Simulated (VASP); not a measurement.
# IrAuO2 (R-3m) in VASP: single point with PBEsol

Aim: the single point of IrAuO2 with PBEsol.

All numbers are computed with VASP 6.6.1; they aren't measurements. Logs are shortened: lines on timing, memory, paths and dates and some standing lists are left out, and cuts for length are marked.

**1. The cell of the first run**

The structure is trigonal, space group R-3m (No. 166). Conventional cell: a = 3.148 Å, b = 3.148 Å, c = 18.078 Å, α = 90.00°, β = 90.00°, γ = 120.00°. Within 2.7 Å of Au (site symmetry -3m) lie 2 O at 2.07 Å. Ir (site symmetry -3m) has 6 O at 2.05 Å within 2.7 Å. Within 2.7 Å of O (site symmetry 3m) lie 3 Ir at 2.05 Å and 1 Au at 2.07 Å and 3 O at 2.62 Å.

**2. Single point, PBEsol**

POSCAR

```
IrAuO2
1.0
    1.5740680596      0.9087886179      6.0259156747
   -1.5740680596      0.9087886179      6.0259156747
    0.0000000000     -1.8175772358      6.0259156747
Au Ir O
1 1 2
Direct
    0.0000000000      0.0000000000      0.0000000000
    0.5000000000      0.5000000000      0.5000000000
    0.1145709805      0.1145709805      0.1145709805
    0.8854290195      0.8854290195      0.8854290195
```

INCAR.step1

```
SYSTEM = IrAuO2
PREC = Accurate ; ENCUT = 520
EDIFF = 1E-6 ; ISMEAR = 0
SIGMA = 0.05 ; LREAL = .FALSE.
LASPH = .TRUE. ; NELM = 120
ALGO = Normal ; ISIF = 2
LWAVE = .FALSE. ; LCHARG = .TRUE.
LMAXMIX = 4 ; GGA = PS
NBANDS = 32 ; GGA_COMPAT = .FALSE.
NEDOS = 2001 ; LORBIT = 11
```

KPOINTS.step1

```
regular mesh
0
G
  12 12 12
  0 0 0
```

INCAR.step2

```
SYSTEM = IrAuO2
PREC = Accurate ; ENCUT = 520
EDIFF = 1E-6 ; ISMEAR = -5
SIGMA = 0.05 ; LREAL = .FALSE.
LASPH = .TRUE. ; NELM = 120
ALGO = Normal ; ISIF = 2
LWAVE = .FALSE. ; LCHARG = .FALSE.
LMAXMIX = 4 ; GGA = PS
LORBIT = 11 ; NEDOS = 2001
ICHARG = 11 ; GGA_COMPAT = .FALSE.
```

KPOINTS.step2

```
regular mesh
0
G
  18 18 18
  0 0 0
```

Potentials or basis: VASP PAW PBE potentials, release 64 (Au_sv_GW, Ir_sv_GW, O).

Command:

```bash
> cat potpaw_PBE.64/Au_sv_GW/POTCAR potpaw_PBE.64/Ir_sv_GW/POTCAR potpaw_PBE.64/O/POTCAR > POTCAR
> cp INCAR.step1 INCAR
> cp KPOINTS.step1 KPOINTS
> mpirun -np 1 vasp_std > vasp.out
> cp INCAR.step2 INCAR
> cp KPOINTS.step2 KPOINTS
> mpirun -np 1 vasp_std > vasp.out
```

OUTCAR:

```text
SYSTEM = IrAuO2
   PREC = Accurate
   ENCUT = 520
   EDIFF = 1E-6
   ISMEAR = -5
   LREAL = .FALSE.
   LASPH = .TRUE.
   NELM = 120
   ISIF = 2
   GGA = PS
   LORBIT = 11
   ICHARG = 11

 ion  position               nearest neighbor table
   1  0.000  0.000  0.000-   3 2.07   4 2.07
   2  0.500  0.500  0.500-   3 2.05   4 2.05   3 2.05   3 2.05   4 2.05   4 2.05
   3  0.115  0.115  0.115-   2 2.05   2 2.05   2 2.05   1 2.07
   4  0.885  0.885  0.885-   2 2.05   2 2.05   2 2.05   1 2.07

  LATTYP: Found a trigonal (rhomboedric) cell.
 ALAT       =     6.2940644044
 COS(alpha) =     0.8749122895

  Lattice vectors:

 A1 = (   1.5740680596,   0.9087886179,   6.0259156747)
 A2 = (  -1.5740680596,   0.9087886179,   6.0259156747)
 A3 = (   0.0000000000,  -1.8175772358,   6.0259156747)

Analysis of symmetry for initial positions (statically):
=====================================================================
 Subroutine PRICEL returns:
 Original cell was already a primitive cell.

 Routine SETGRP: Setting up the symmetry group for a
 trigonal (rhombohedral) supercell.

 Subroutine GETGRP returns: Found 12 space group operations
 (whereof 12 operations were pure point group operations)
 out of a pool of 12 trial point group operations.

The static configuration has the point symmetry D_3d.

Analysis of symmetry for dynamics (positions and initial velocities):
=====================================================================
 Subroutine PRICEL returns:
 Original cell was already a primitive cell.

 Routine SETGRP: Setting up the symmetry group for a
 trigonal (rhombohedral) supercell.

 Subroutine GETGRP returns: Found 12 space group operations
 (whereof 12 operations were pure point group operations)
 out of a pool of 12 trial point group operations.

The dynamic configuration has the point symmetry D_3d.

 Subroutine INISYM returns: Found 12 space group operations
 (whereof 12 operations are pure point group operations),
 and found     1 'primitive' translations

----------------------------------------------------------------------------------------

                                     Primitive cell

  volume of cell :      51.7203

  direct lattice vectors                    reciprocal lattice vectors
     1.574068060  0.908788618  6.025915675     0.317648273  0.183394316  0.055316628
    -1.574068060  0.908788618  6.025915675    -0.317648273  0.183394316  0.055316628
     0.000000000 -1.817577236  6.025915675     0.000000000 -0.366788631  0.055316628

  length of vectors
     6.294064404  6.294064404  6.294064404     0.370936422  0.370936422  0.370936422

  position of ions in fractional coordinates (direct lattice)
     0.000000000  0.000000000  0.000000000
     0.500000000  0.500000000  0.500000000
     0.114570980  0.114570980  0.114570980
     0.885429020  0.885429020  0.885429020

  ion indices of the primitive-cell ions
   primitive index   ion index
                 1           1
                 2           2
                 3           3
                 4           4

----------------------------------------------------------------------------------------

 KPOINTS: regular mesh

Automatic generation of k-mesh.
 Grid dimensions read from file:
 generate k-points for:   18   18   18

 Generating k-lattice:

  Cartesian coordinates                     Fractional coordinates (reciprocal lattice)
     0.017647126  0.010188573  0.003073146     0.055555556  0.000000000  0.000000000
    -0.017647126  0.010188573  0.003073146     0.000000000  0.055555556  0.000000000
     0.000000000 -0.020377146  0.003073146     0.000000000  0.000000000  0.055555556

  Length of vectors
     0.020607579  0.020607579  0.020607579

  Shift w.r.t. Gamma in fractional coordinates (k-lattice)
     0.000000000  0.000000000  0.000000000

 TETIRR: Found   2916 inequivalent tetrahedra from    34992

 Subroutine IBZKPT returns following result:
 ===========================================

 Found    580 irreducible k-points:

 Following reciprocal coordinates:
            Coordinates               Weight
  0.000000  0.000000  0.000000      1.000000
  0.055556 -0.000000 -0.000000      6.000000
  0.111111 -0.000000 -0.000000      6.000000
  0.166667  0.000000 -0.000000      6.000000
  0.222222  0.000000  0.000000      6.000000
  0.277778  0.000000  0.000000      6.000000
[... 16 lines left out ...]
 -0.277778  0.055556 -0.000000     12.000000
 -0.222222  0.055556 -0.000000     12.000000
 [... further k-points ...]
   k-points           NKPTS =    580   k-points in BZ     NKDIM =    580   number of bands    NBANDS=     28
   number of dos      NEDOS =   2001   number of ions     NIONS =      4
   total plane-waves  NPLWV = 110592
   dimension x,y,z NGX =    48 NGY =   48 NGZ =   48
   dimension x,y,z NGXF=    96 NGYF=   96 NGZF=   96
   ions per type =               1   1   2
   NGX,Y,Z   is equivalent  to a cutoff of  12.68, 12.68, 12.68 a.u.
   NGXF,Y,Z  is equivalent  to a cutoff of  25.36, 25.36, 25.36 a.u.
 SYSTEM =  IrAuO2
   PREC   = accura    normal or accurate (medium, high low for compatibility)
   ISTART =      0    job   : 0-new  1-cont  2-samecut
   ICHARG =     11    charge: 1-file 2-atom 10-const
   ISPIN  =      1    spin polarized calculation?
   LNONCOLLINEAR =      F non collinear calculations
   LSORBIT =      F    spin-orbit coupling
   LASPH  =      T    aspherical Exc in radial PAW
   ENCUT  =  520.0 eV  38.22 Ry    6.18 a.u.  11.70 11.70 11.70*2*pi/ulx,y,z
   NELM   =    120;   NELMIN=  2; NELMDL=  0     # of ELM steps
   EDIFF  = 0.1E-05   stopping-criterion for ELM
   LREAL  =      F    real-space projection
   EDIFFG = 0.1E-04   stopping-criterion for IOM
   NSW    =      0    number of steps for IOM
   IBRION =     -1    ionic relax: 0-MD 1-quasi-New 2-CG
   NFREE  =      0    steps in history (QN), initial steepest desc. (CG)
   ISIF   =      2    stress and relaxation
   ISYM   =      2    0-nonsym 1-usesym 2-fastsym
   POTIM  = 0.5000    time-step for ionic-motion
   TEBEG  =    0.0;   TEEND  =   0.0 temperature during run
   PSTRESS=    0.0 pullay stress
   NELECT =      48.0000    total number of electrons
   NUPDOWN=      -1.0000    fix difference up-down
   EMIN   =  10.00;   EMAX   =-10.00  energy-range for DOS
   EFERMI =   0.00;   METHOD = LEGACY
   ISMEAR =    -5;   SIGMA  =   0.05  broadening in eV -4-tet -1-fermi 0-gaus
   EFERMI_NEDOS =   21; number of points for ismear=-14 and -15
   IALGO  =     38    algorithm
   IMIX   =      4    mixing-type and parameters
     AMIX     =   0.40;   BMIX     =  1.00
     AMIX_MAG =   1.60;   BMIX_MAG =  1.00
  volume/ion in A,a.u.               =      12.93        87.26
  Fermi-wavevector in a.u.,A,eV,Ry     =   1.596866  3.017638 34.694578  2.549980
  Thomas-Fermi vector in A             =   2.694561
   LORBIT       =     11    0 simple, 1 ext, 2 COOP (PROOUT), +10 PAW based schemes
   GGA     = PS    functional components
   LHFCALC =     F    Hartree Fock is set to
   AEXX    =    0.0000 exact exchange contribution
   IVDW    =     0    specifies the selected vdW correction
   LEPSILON=     F    determine dielectric tensor
   LRPA    =     F    only Hartree local field effects (RPA)
 non-spin polarized calculation
 Fermi weights with tetrahedron method with Bloechl corrections
  energy-cutoff  :      520.00
  volume of cell :       51.72
 maximum number of plane-waves:      1415

 number of electron      47.9999997 magnetization

 Free energy of the ion-electron system (eV)
  ---------------------------------------------------
  ext. energy  EPLUGINS =         0.00000000
  ---------------------------------------------------
  free energy    TOTEN  =       -25.37026691 eV

  energy without entropy =      -25.37026691  energy(sigma->0) =      -25.37026691

 E-fermi :   7.1184     XC(G=0): -12.4970

 val. band max:        7.0950992874   @ k =  -0.2778   0.4444   0.1111
 cond. band min:       7.7090214799   @ k =   0.3889   0.3889   0.0556
 fundamental gap:      0.6139221926
 Fermi energy:         7.1183594618

 k-point     1 :       0.0000    0.0000    0.0000
  band No.  band energies     occupation
      1     -98.1811      2.00000
      2     -85.3476      2.00000
      3     -49.7652      2.00000
      4     -49.2865      2.00000
      5     -49.2865      2.00000
      6     -42.2617      2.00000
[... 20 lines left out ...]
     27      10.6024      0.00000
     28      11.6628      0.00000

 k-point     2 :       0.0556   -0.0000   -0.0000
  band No.  band energies     occupation
      1     -98.1810      2.00000
      2     -85.3473      2.00000
      3     -49.7650      2.00000
      4     -49.2881      2.00000
      5     -49.2869      2.00000
      6     -42.2665      2.00000
[... 20 lines left out ...]
     27      10.5692      0.00000
     28      11.9035      0.00000

 k-point     3 :       0.1111   -0.0000   -0.0000
  band No.  band energies     occupation
      1     -98.1809      2.00000
      2     -85.3467      2.00000
      3     -49.7645      2.00000
      4     -49.2929      2.00000
      5     -49.2881      2.00000
      6     -42.2803      2.00000
[... 20 lines left out ...]
     27      10.4778      0.00000
     28      12.3677      0.00000

 k-point     4 :       0.1667    0.0000   -0.0000
  band No.  band energies     occupation
      1     -98.1806      2.00000
      2     -85.3458      2.00000
      3     -49.7636      2.00000
      4     -49.3000      2.00000
      5     -49.2900      2.00000
      6     -42.3014      2.00000
[... 578 lines left out ...]
     27      10.1267      0.00000
     28      13.6390      0.00000

 k-point    23 :      -0.2778    0.0556   -0.0000
  band No.  band energies     occupation
      1     -98.1799      2.00000
      2     -85.3437      2.00000
      3     -49.7611      2.00000
      4     -49.3237      2.00000
      5     -49.2969      2.00000
      6     -42.3699      2.00000
[... 20 lines left out ...]
     27      10.1476      0.00000
     28      14.3378      0.00000

 k-point    24 :      -0.2222    0.0556   -0.0000
  band No.  band energies     occupation
      1     -98.1802      2.00000
      2     -85.3445      2.00000
      3     -49.7621      2.00000
      4     -49.3144      2.00000
      5     -49.2943      2.00000
      6     -42.3432      2.00000
[... 20 lines left out ...]
     27      10.2045      0.00000
     28      13.8965      0.00000

 [... further k-points ...]

------------------------ aborting loop because EDIFF is reached ----------------------------------------

  FORCE on cell =-STRESS in cart. coord.  units (eV):
  Direction    XX          YY          ZZ          XY          YZ          ZX
  --------------------------------------------------------------------------------------
  -------------------------------------------------------------------------------------
  Total       -0.3244642     -0.3244642     -0.2660214      0.0000000      0.0000000      0.0000000
  in kB      -10.0511713    -10.0511713     -8.2407450      0.0000000      0.0000000      0.0000000
  external PRESSURE =      -9.4476959 kB  Pullay stress =       0.0000000 kB

 VOLUME and BASIS-vectors are now :
 -----------------------------------------------------------------------------
  energy-cutoff  :      520.00
  volume of cell :       51.72
      direct lattice vectors                 reciprocal lattice vectors
     1.574068060  0.908788618  6.025915675     0.317648273  0.183394316  0.055316628
    -1.574068060  0.908788618  6.025915675    -0.317648273  0.183394316  0.055316628
     0.000000000 -1.817577236  6.025915675     0.000000000 -0.366788631  0.055316628

 POSITION                                       TOTAL-FORCE (eV/Angst)
 -----------------------------------------------------------------------------------
      0.00000      0.00000      0.00000         0.000000      0.000000      0.000000
      0.00000      0.00000      9.03887         0.000000     -0.000000      0.000000
      0.00000      0.00000      2.07119         0.000000      0.000000      0.000881
      0.00000      0.00000     16.00656         0.000000     -0.000000     -0.000881
 -----------------------------------------------------------------------------------
    total drift:                                0.000000      0.000000     -0.000000

  FREE ENERGIE OF THE ION-ELECTRON SYSTEM (eV)
  ---------------------------------------------------
  free  energy   TOTEN  =       -25.3702669114 eV

  energy  without entropy=      -25.3702669114  energy(sigma->0) =      -25.37026691

 total charge

# of ion       s       p       d       f       tot
--------------------------------------------------
    1        2.329   6.265   8.407   0.019  17.019
    2        3.678   6.089   6.379   0.048  16.193
    3        1.544   3.419   0.000   0.000   4.962
    4        1.544   3.419   0.000   0.000   4.962
--------------------------------------------------
tot          9.093  19.191  14.785   0.066  43.136
```

Wall time 29 min (1 thread of AMD EPYC 9R45 (Zen 5), shared host); peak memory 1 GiB.

What came out:

```
Valence electrons inside the program's atomic spheres : Au 17.02; Ir 16.19; O 4.96
```

Caveat: the PAW data sets were made with another functional, which shifts forces and pressure a little; spin-orbit coupling is left out, which moves the levels of the heavy elements.
